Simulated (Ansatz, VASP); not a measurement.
**Two plane-wave programs on HfN**

Contents of INCAR:

```
ALGO = Normal ; EDIFF = 1E-6
ENCUT = 520 ; GGA = PE
ISIF = 2 ; ISMEAR = 0
LASPH = True ; LCHARG = False
LREAL = False ; LWAVE = False
NBANDS = 14 ; NELM = 60
PREC = Accurate ; SIGMA = 0.15
```

Contents of KPOINTS:

```
k-points
0
Gamma
  18 18 18
```

POSCAR

```
HfN
1.0
    0.0000000000      2.2590000000      2.2590000000
    2.2590000000      0.0000000000      2.2590000000
    2.2590000000      2.2590000000      0.0000000000
Hf N
1 1
Direct
    0.0000000000      0.0000000000      0.0000000000
    0.4295710377      0.5000000000      0.5000000000
```

Input for Ansatz:

```yaml
crystal:
  lattice:
    - [0.0, 2.259, 2.259]
    - [2.259, 0.0, 2.259]
    - [2.259, 2.259, 0.0]
  atoms:
    - { symbol: Hf, position: [0.0, 0.0, 0.0] }
    - { symbol: "N", position: [0.4295710377, 0.5, 0.5] }
basis:
  ecutwfc: 420
kpoints:
  mp_grid: { grid: [18, 18, 18] }
hamiltonian:
  xc: pbe
scf:
  occupations: { method: gaussian, width: 0.15 }
output:
  forces: true
  stress: true
  eigenvalues: true
```

Change from the starting cell: all N atoms moved +0.225 Å, as atom 2 towards its neighbour atom 2 (N) at 3.195 Å.

Alike in both runs: task single point; functional PBE; k mesh 18 × 18 × 18; occupations gaussian, width 0.15 eV; no spin polarisation.

|  | VASP | Ansatz |
| --- | --- | --- |
| version | VASP 6.6.1 | Ansatz 0.2.0 |
| potentials or method | VASP PAW PBE potentials, release 64 (Hf_pv, N), cutoff 520 eV | scalar-relativistic, plane waves, PAW |
| valence electrons in the cell | 15 | 31 |

|  | VASP | Ansatz | Ansatz less VASP |
| --- | --- | --- | --- |
| gap on the k mesh at the Fermi level (eV) | none | none | - |
| pressure (GPa) | 9.8 | 12.0 | +2.18 |
| traceless stress, the component that is largest in VASP (GPa) | -6.31 | -6.33 | -0.022 |
| rms of the force components (eV/Å) | 1.515 | 1.510 | -0.0058 |

Atom by atom the forces differ by 0.006 eV/Å (rms over components). A gap of «none» marks a metal or a gap that the smearing closes. VASP's potentials hold 15 valence electrons a cell and Ansatz's 31, so a difference there can come from the potentials and not from the codes.

Neither program's run includes spin-orbit coupling.
